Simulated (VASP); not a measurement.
Write the native input for VASP 6.6.1 that does the following.

| Quantity | Value |
| --- | --- |
| Task | single point |
| Functional | PBE |
| Potentials or basis | VASP PAW PBE potentials, release 64 (Pt) |
| Cutoff | 520 eV |
| k mesh | 13 × 13 × 4 |
| Occupations | fermi-dirac, width 0.1 eV |
| Spin | no spin polarisation |
| Dipole correction | no |
| Further INCAR settings | ALGO = Normal; EDIFF = 1e-07; NBANDS = 28 |

The structure of Pt lies in POSCAR:

```
Pt
1.0
    2.7907587191      0.0000000000      0.0000000000
   -1.3953793595      2.4168679465      0.0000000000
    0.0000000000      0.0000000000      9.3183719287
Pt
4
Direct
    0.0000000000      1.0000000000      1.0000000000
    0.0000000000      1.0000000000      0.5000000000
    0.3333333333      0.6666666667      0.2500000000
    0.6666666667      0.3333333333      0.7500000000
```

One way to write it, as run:

INCAR

```
PREC = Accurate
ENCUT = 520
EDIFF = 1E-7
ISMEAR = -1
SIGMA = 0.1
LREAL = F
LASPH = T
NELM = 100
ALGO = Normal
ISIF = 2
LWAVE = F
LCHARG = F
GGA = PE
NBANDS = 28
```

KPOINTS

```
Automatic mesh
0
Gamma
  13 13 4
```

Potentials or basis: VASP PAW PBE potentials, release 64 (Pt).

Launch:

```sh
$ cat potpaw_PBE.64/Pt/POTCAR > POTCAR
$ mpirun -np 1 vasp_std > vasp.out
```

It gave:

- Pressure: -0.5 GPa
- Band gap on the k mesh: zero (band 20 reaches 10.84 eV, above the bottom of band 21 at 9.60 eV)

Caveat: spin-orbit coupling is left out, which moves the levels of the heavy elements.

Run time: 54 s on 1 thread of Intel(R) Xeon(R) 6975P-C (Granite Rapids), with other jobs on the host, peak memory 0.23 GiB.
